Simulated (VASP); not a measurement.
# Cs (Im-3m) in VASP: further runs, part 2 of 3

VASP 6.6.1. Earlier steps stand in the parts before.

### Step 5. Single point, LDA

Contents of INCAR:

```
  ALGO = Normal
  EDIFF = 1E-7
  ENCUT = 520
  GGA = CA
  ISIF = 2
  ISMEAR = 1
  LASPH = T
  LCHARG = T
  LELF = T
  LREAL = F
  LVHAR = T
  LWAVE = F
  NBANDS = 10
  NELM = 60
  PREC = Accurate
  SIGMA = 1.0
```

Contents of KPOINTS:

```
k-points
0
Gamma
  8 8 8
```

Contents of POSCAR:

```
Cs
1.0
   -2.8840810378      2.8840810378      2.8840810378
    2.8840810378     -2.8840810378      2.8840810378
    2.8840810378      2.8840810378     -2.8840810378
Cs
1
Direct
    0.0000000000      0.0000000000      0.0000000000
```

Potentials or basis: VASP PAW LDA potentials, release 64 (Cs_sv).

Command:

```
cat potpaw_LDA.64/Cs_sv/POTCAR > POTCAR
mpirun -np 1 vasp_std > vasp.out
```

OUTCAR:

```text
EDIFF = 1E-7
   ENCUT = 520
   GGA = CA
   ISIF = 2
   ISMEAR = 1
   LASPH = T
   LREAL = F
   NELM = 60
   PREC = Accurate

 ion  position               nearest neighbor table
   1  0.000  0.000  0.000-

  LATTYP: Found a body centered cubic cell.
 ALAT       =     5.7681620756

  Lattice vectors:

 A1 = (  -2.8840810378,   2.8840810378,   2.8840810378)
 A2 = (   2.8840810378,  -2.8840810378,   2.8840810378)
 A3 = (   2.8840810378,   2.8840810378,  -2.8840810378)

Analysis of symmetry for initial positions (statically):
=====================================================================
 Subroutine PRICEL returns:
 Original cell was already a primitive cell.

 Routine SETGRP: Setting up the symmetry group for a
 body centered cubic supercell.

 Subroutine GETGRP returns: Found 48 space group operations
[... 9 lines left out ...]

 Routine SETGRP: Setting up the symmetry group for a
 body centered cubic supercell.

 Subroutine GETGRP returns: Found 48 space group operations
 (whereof 48 operations were pure point group operations)
 out of a pool of 48 trial point group operations.

The dynamic configuration has the point symmetry O_h .

 Subroutine INISYM returns: Found 48 space group operations
 (whereof 48 operations are pure point group operations),
 and found     1 'primitive' translations

----------------------------------------------------------------------------------------

                                     Primitive cell

  volume of cell :      95.9583

  direct lattice vectors                    reciprocal lattice vectors
    -2.884081038  2.884081038  2.884081038     0.000000000  0.173365448  0.173365448
     2.884081038 -2.884081038  2.884081038     0.173365448  0.000000000  0.173365448
     2.884081038  2.884081038 -2.884081038     0.173365448  0.173365448  0.000000000

  length of vectors
     4.995374891  4.995374891  4.995374891     0.245175767  0.245175767  0.245175767

  position of ions in fractional coordinates (direct lattice)
     0.000000000  0.000000000  0.000000000

  ion indices of the primitive-cell ions
   primitive index   ion index
                 1           1

----------------------------------------------------------------------------------------

 KPOINTS: k-points

Automatic generation of k-mesh.
 Grid dimensions read from file:
 generate k-points for:    8    8    8

 Generating k-lattice:

  Cartesian coordinates                     Fractional coordinates (reciprocal lattice)
     0.000000000  0.021670681  0.021670681     0.125000000  0.000000000  0.000000000
     0.021670681  0.000000000  0.021670681     0.000000000  0.125000000  0.000000000
     0.021670681  0.021670681  0.000000000     0.000000000  0.000000000  0.125000000

  Length of vectors
     0.030646971  0.030646971  0.030646971

  Shift w.r.t. Gamma in fractional coordinates (k-lattice)
     0.000000000  0.000000000  0.000000000

 Subroutine IBZKPT returns following result:
 ===========================================

 Found     29 irreducible k-points:

 Following reciprocal coordinates:
            Coordinates               Weight
  0.000000  0.000000  0.000000      1.000000
  0.125000  0.000000  0.000000     12.000000
  0.250000  0.000000  0.000000     12.000000
  0.375000  0.000000  0.000000     12.000000
  0.500000  0.000000  0.000000      6.000000
  0.125000  0.125000  0.000000     24.000000
[... 16 lines left out ...]
 -0.250000  0.250000  0.250000      6.000000
 -0.375000  0.375000  0.250000     24.000000
 [... further k-points ...]
   k-points           NKPTS =     29   k-points in BZ     NKDIM =     29   number of bands    NBANDS=     10
   number of dos      NEDOS =    301   number of ions     NIONS =      1
   total plane-waves  NPLWV =  64000
   dimension x,y,z NGX =    40 NGY =   40 NGZ =   40
   dimension x,y,z NGXF=    80 NGYF=   80 NGZF=   80
   ions per type =               1
   NGX,Y,Z   is equivalent  to a cutoff of  13.31, 13.31, 13.31 a.u.
   NGXF,Y,Z  is equivalent  to a cutoff of  26.62, 26.62, 26.62 a.u.
 SYSTEM =  unknown system
   PREC   = accura    normal or accurate (medium, high low for compatibility)
   ISTART =      0    job   : 0-new  1-cont  2-samecut
   ICHARG =      2    charge: 1-file 2-atom 10-const
   ISPIN  =      1    spin polarized calculation?
   LNONCOLLINEAR =      F non collinear calculations
   LSORBIT =      F    spin-orbit coupling
   LASPH  =      T    aspherical Exc in radial PAW
   ENCUT  =  520.0 eV  38.22 Ry    6.18 a.u.   9.29  9.29  9.29*2*pi/ulx,y,z
   NELM   =     60;   NELMIN=  2; NELMDL= -5     # of ELM steps
   EDIFF  = 0.1E-06   stopping-criterion for ELM
   LREAL  =      F    real-space projection
   EDIFFG = 0.1E-05   stopping-criterion for IOM
   NSW    =      0    number of steps for IOM
   IBRION =     -1    ionic relax: 0-MD 1-quasi-New 2-CG
   NFREE  =      0    steps in history (QN), initial steepest desc. (CG)
   ISIF   =      2    stress and relaxation
   ISYM   =      2    0-nonsym 1-usesym 2-fastsym
   POTIM  = 0.5000    time-step for ionic-motion
   TEBEG  =    0.0;   TEEND  =   0.0 temperature during run
   PSTRESS=    0.0 pullay stress
   NELECT =       9.0000    total number of electrons
   NUPDOWN=      -1.0000    fix difference up-down
   EMIN   =  10.00;   EMAX   =-10.00  energy-range for DOS
   EFERMI =   0.00;   METHOD = LEGACY
   ISMEAR =     1;   SIGMA  =   1.00  broadening in eV -4-tet -1-fermi 0-gaus
   EFERMI_NEDOS =   21; number of points for ismear=-14 and -15
   IALGO  =     38    algorithm
   IMIX   =      4    mixing-type and parameters
     AMIX     =   0.40;   BMIX     =  1.00
     AMIX_MAG =   1.60;   BMIX_MAG =  1.00
  volume/ion in A,a.u.               =      95.96       647.56
  Fermi-wavevector in a.u.,A,eV,Ry     =   0.743809  1.405596  7.527452  0.553252
  Thomas-Fermi vector in A             =   1.839012
   LORBIT       =      0    0 simple, 1 ext, 2 COOP (PROOUT), +10 PAW based schemes
   GGA     = CA    functional components
   LHFCALC =     F    Hartree Fock is set to
   AEXX    =    0.0000 exact exchange contribution
   IVDW    =     0    specifies the selected vdW correction
   LEPSILON=     F    determine dielectric tensor
   LRPA    =     F    only Hartree local field effects (RPA)
 non-spin polarized calculation
 Methfessel and Paxton  Order N= 1 SIGMA  =   1.00
  energy-cutoff  :      520.00
  volume of cell :       95.96
 maximum number of plane-waves:      2616
 NGX is ok and might be reduce to    40
   NGX = 19   NGY = 19   NGZ = 19

 number of electron       8.9999998 magnetization

 Free energy of the ion-electron system (eV)
  ---------------------------------------------------
  ext. energy  EPLUGINS =         0.00000000
  ---------------------------------------------------
  free energy    TOTEN  =        -0.98635630 eV

  energy without entropy =       -1.02553356  energy(sigma->0) =       -0.99941539

 E-fermi :   0.7879     XC(G=0):  -6.0312

 val. band max:        0.7617886990   @ k =   0.3750   0.1250   0.0000
 cond. band min:       0.8340685265   @ k =   0.2500   0.2500   0.0000
 fundamental gap:      0.0722798275
 Fermi energy:         0.7878904166

 k-point     1 :       0.0000    0.0000    0.0000
  band No.  band energies     occupation
      1     -22.9660      2.00000
      2      -9.6596      2.00000
      3      -9.6596      2.00000
      4      -9.6596      2.00000
      5      -1.0994      2.02262
      6       3.2971     -0.00222
      7       3.2971     -0.00222
      8       3.2971     -0.00222
      9       4.3350     -0.00001
     10       4.3350     -0.00001

 k-point     2 :       0.1250    0.0000    0.0000
  band No.  band energies     occupation
      1     -22.9637      2.00000
      2      -9.6994      2.00000
      3      -9.6720      2.00000
      4      -9.6598      2.00000
      5      -0.8907      2.03898
      6       3.0981     -0.00518
      7       3.1116     -0.00491
      8       3.5103     -0.00081
      9       4.0904     -0.00003
     10       4.3058     -0.00001
[... 274 lines left out ...]
 k-point    24 :      -0.3750    0.3750    0.2500
  band No.  band energies     occupation
      1     -22.9460      2.00000
      2      -9.8507      2.00000
      3      -9.7782      2.00000
      4      -9.7545      2.00000
      5       0.9438      0.73958
      6       1.8071     -0.05401
      7       3.1082     -0.00498
      8       3.1635     -0.00396
      9       4.1577     -0.00002
     10       4.9083     -0.00000

 [... further k-points ...]
[... 5 lines left out ...]
  --------------------------------------------------------------------------------------
  -------------------------------------------------------------------------------------
  Total       -0.0442515     -0.0442515     -0.0442515      0.0000000      0.0000000      0.0000000
  in kB       -0.7388501     -0.7388501     -0.7388501      0.0000000      0.0000000      0.0000000
  external PRESSURE =      -0.7388501 kB  Pullay stress =       0.0000000 kB

 VOLUME and BASIS-vectors are now :
 -----------------------------------------------------------------------------
  energy-cutoff  :      520.00
  volume of cell :       95.96
      direct lattice vectors                 reciprocal lattice vectors
    -2.884081038  2.884081038  2.884081038     0.000000000  0.173365448  0.173365448
     2.884081038 -2.884081038  2.884081038     0.173365448  0.000000000  0.173365448
     2.884081038  2.884081038 -2.884081038     0.173365448  0.173365448  0.000000000

 POSITION                                       TOTAL-FORCE (eV/Angst)
 -----------------------------------------------------------------------------------
      0.00000      0.00000      0.00000         0.000000     -0.000000      0.000000
 -----------------------------------------------------------------------------------
    total drift:                               -0.000000     -0.000000     -0.000000

  FREE ENERGIE OF THE ION-ELECTRON SYSTEM (eV)
  ---------------------------------------------------
  free  energy   TOTEN  =        -0.9863563038 eV

  energy  without entropy=       -1.0255335618  energy(sigma->0) =       -0.99941539
```

OSZICAR:

```text
N       E                     dE             d eps       ncg     rms          rms(c)
DAV:   1     0.472913097829E+02    0.47291E+02   -0.30825E+03   580   0.649E+02
DAV:   2     0.343983825626E+01   -0.43851E+02   -0.42273E+02   706   0.109E+02
DAV:   3    -0.932560888392E+00   -0.43724E+01   -0.43666E+01   670   0.388E+01
DAV:   4    -0.988413082501E+00   -0.55852E-01   -0.55846E-01   714   0.536E+00
DAV:   5    -0.988679965454E+00   -0.26688E-03   -0.26689E-03   746   0.330E-01    0.157E-01
DAV:   6    -0.986903956718E+00    0.17760E-02   -0.24268E-03   704   0.223E-01    0.924E-02
DAV:   7    -0.986322632387E+00    0.58132E-03   -0.31662E-03   676   0.253E-01    0.416E-02
DAV:   8    -0.986355207378E+00   -0.32575E-04   -0.67129E-05   684   0.552E-02    0.426E-03
DAV:   9    -0.986356117478E+00   -0.91010E-06   -0.13597E-06   740   0.581E-03    0.228E-03
DAV:  10    -0.986356302026E+00   -0.18455E-06   -0.37856E-07   676   0.288E-03    0.294E-04
DAV:  11    -0.986356303836E+00   -0.18098E-08   -0.35026E-09   342   0.355E-04
   1 F= -.98635630E+00 E0= -.99941539E+00  d E =0.391773E-01
```

stdout:

```text
POSCAR found type information on POSCAR Cs
 POSCAR found :  1 types and       1 ions
 scaLAPACK will be used
 LDA part: xc-table for (Slater(with rela. corr.)+CA(PZ))
 , standard interpolation
 POSCAR, INCAR and KPOINTS ok, starting setup
 FFT: planning ... GRIDC
 FFT: planning ... GRID_SOFT
 FFT: planning ... GRID
 WAVECAR not read
 entering main loop
```

It took 20 s on 1 thread of Intel Xeon Platinum 8488C (Sapphire Rapids), shared host; peak memory 0.2 GiB.

What came out:

```
Free energy : -0.9864 eV
Pressure    : -0.1 GPa
```

Levels at points of the mesh, in eV from the Fermi level:
```tsv
k point	band 1	band 2	band 3	band 4	band 5	band 6	band 7	band 8	band 9	band 10
(0.00, 0.00, 0.00)	-23.75	-10.45	-10.45	-10.45	-1.89	2.51	2.51	2.51	3.55	3.55
(0.50, 0.00, 0.00)	-23.74	-10.70	-10.53	-10.45	-0.09	1.15	1.55	3.41	4.07	4.77
(0.50, 0.50, 0.50)	-23.73	-10.63	-10.63	-10.63	0.47	0.47	3.51	3.51	3.51	4.84
```

Caveat: spin-orbit coupling is left out, which moves the levels of the heavy elements.

(Part 2 of 3 ends here.)
